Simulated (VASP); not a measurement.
Input of a VASP 6.6.1 run:

File INCAR:

```
PREC     = Accurate       # precision mode
ENCUT    = 600            # plane-wave cutoff, eV
EDIFF    = 1E-7           # SCF threshold, eV
ISMEAR   = 0              # smearing method
SIGMA    = 0.05           # smearing width, eV
LREAL    = False          # projectors in reciprocal space
LASPH    = True           # aspherical terms in the spheres
NELM     = 80             # most SCF steps
ALGO     = Normal         # electronic algorithm
ISIF     = 4              # what is computed and relaxed
LWAVE    = False          # write WAVECAR
LCHARG   = False          # write CHGCAR
GGA      = PE             # functional
IBRION   = 2              # ionic algorithm
NSW      = 60             # ionic steps
EDIFFG   = -0.01          # ionic threshold
```

KPOINTS

```
regular mesh
0
Gamma
  10 10 6
```

Contents of POSCAR:

```
SbMo
1.0
    4.4247025500      0.0000000000      0.0000000000
   -2.2123512750      3.8319048125      0.0000000000
    0.0000000000      0.0000000000      5.3001042149
Mo Sb
2 2
Direct
    0.0000000000      0.0000000000      0.0000000000
    0.0000000000      0.0000000000      0.5000000000
    0.3333333333      0.6666666667      0.2500000000
    0.6666666667      0.3333333333      0.7500000000
```

Potentials or basis: VASP PAW PBE potentials, release 64 (Mo_sv, Sb).

The run is started by

```bash
$ cat potpaw_PBE.64/Mo_sv/POTCAR potpaw_PBE.64/Sb/POTCAR > POTCAR
$ mpirun -np 1 vasp_std > vasp.out
```

Problem. Estimate the band gap on the k mesh.

Solution. Zero (bands 19 and 20 overlap by 1.36 eV).

The path:
```
step  energy change (eV)  largest force (eV/Å)  pressure (GPa)  volume (Å³)
   1              0.0000                0.0000           -4.68        89.86
   2             -0.0002                0.0000           -4.63        89.86
   3             -0.0002                0.0000           -4.60        89.86
```

Caveat: spin-orbit coupling is left out, which moves the levels of the heavy elements.
